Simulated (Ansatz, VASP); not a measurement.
# One calculation of Al3Cu2, two programs

The input INCAR:

```
SYSTEM = Al3Cu2
PREC = Accurate
ENCUT = 520
EDIFF = 1E-7
ISMEAR = 0
SIGMA = 0.15
LREAL = .False.
LASPH = .True.
NELM = 60
ALGO = Fast
ISIF = 2
LWAVE = .False.
LCHARG = .True.
GGA = PS
LELF = .True.
LVHAR = .True.
NBANDS = 24
```

The input KPOINTS:

```
regular mesh
0
Gamma
  12 12 10
  0 0 0
```

Contents of POSCAR:

```
Al3Cu2
1.0
    4.0985855951      0.0000000000      0.0000000000
   -2.0492927975      3.5494792449      0.0000000000
    0.0000000000      0.0000000000      5.1813849016
Al Cu
3 2
Direct
    0.0000000000      0.0000000000      0.0000000000
    0.3333333333      0.6666666667      0.3515059889
    0.6666666667      0.3333333333      0.6484940111
    0.3333333333      0.6666666667      0.8422899951
    0.6666666667      0.3333333333      0.1577100049
```

Input for Ansatz:

```yaml
crystal:
  lattice:
    - [4.0985855951, 0.0, 0.0]
    - [-2.0492927975, 3.5494792449, 0.0]
    - [0.0, 0.0, 5.1813849016]
  atoms:
    - { symbol: Al, position: [0.0, 0.0, 0.0] }
    - { symbol: Al, position: [0.3333333333, 0.6666666667, 0.3515059889] }
    - { symbol: Al, position: [0.6666666667, 0.3333333333, 0.6484940111] }
    - { symbol: Cu, position: [0.3333333333, 0.6666666667, 0.8422899951] }
    - { symbol: Cu, position: [0.6666666667, 0.3333333333, 0.1577100049] }
basis:
  ecutwfc: 420
kpoints:
  mp_grid: { grid: [12, 12, 10] }
hamiltonian:
  xc: pbesol
scf:
  occupations: { method: gaussian, width: 0.15 }
output:
  forces: true
  stress: true
  eigenvalues: true
```

Change from the starting cell: strain +0.000 along x and y, +0.040 along z, atoms carried along.

Alike in both runs: task single point; functional PBEsol; k mesh 12 × 12 × 10; occupations gaussian, width 0.15 eV; no spin polarisation.

|  | VASP | Ansatz |
| --- | --- | --- |
| version | VASP 6.6.1 | Ansatz 0.2.0 |
| potentials or method | VASP PAW PBE potentials, release 64 (Al, Cu), cutoff 520 eV | scalar-relativistic, plane waves, PAW |
| valence electrons in the cell | 31 | 47 |

|  | VASP | Ansatz | Ansatz less VASP |
| --- | --- | --- | --- |
| gap on the k mesh at the Fermi level (eV) | none | none | - |
| pressure (GPa) | -3.4 | -3.8 | -0.36 |
| traceless stress, the component that is largest in VASP (GPa) | -3.94 | -3.98 | -0.040 |
| rms of the force components (eV/Å) | 0.039 | 0.041 | +0.0016 |

VASP's potentials were made for PBE, not for PBEsol. Atom by atom the forces differ by 0.003 eV/Å (rms over components). A gap of «none» marks a metal or a gap that the smearing closes. VASP's potentials hold 31 valence electrons a cell and Ansatz's 47, so a difference there can come from the potentials and not from the codes.
